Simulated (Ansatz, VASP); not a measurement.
# Cu in VASP and in Ansatz

```
CELL_PARAMETERS angstrom
0.00000 1.80750 1.80750
1.84365 0.00000 1.80750
1.84365 1.80750 0.00000
ATOMIC_POSITIONS crystal
Cu 0.00000 0.00000 0.00000
```

Change from the starting cell: strain +0.0200 x Voigt [1, 0, 0, 0, 0, 0], atoms carried along.

Alike in both runs: task single point; functional PBEsol; k mesh 22 × 22 × 22; occupations gaussian, width 0.15 eV; no spin polarisation.

```csv
,VASP,Ansatz
version,VASP 6.6.1,Ansatz 0.2.0
potentials or method,"VASP PAW PBE potentials, release 64 (Cu), cutoff 520 eV","scalar-relativistic, plane waves, PAW"
valence electrons in the cell,11,19
```

|  | VASP | Ansatz | Ansatz less VASP |
| --- | --- | --- | --- |
| gap on the k mesh at the Fermi level (eV) | none | none | - |
| pressure (GPa) | -8.3 | -9.0 | -0.68 |
| traceless stress, the component that is largest in VASP (GPa) | -0.77 | -0.78 | -0.009 |

VASP's potentials were made for PBE, not for PBEsol. A gap of «none» marks a metal or a gap that the smearing closes. The functional is the same, so the differences come from potentials, cutoffs and numerics. VASP's potentials hold 11 valence electrons a cell and Ansatz's 19, so a difference there can come from the potentials and not from the codes.
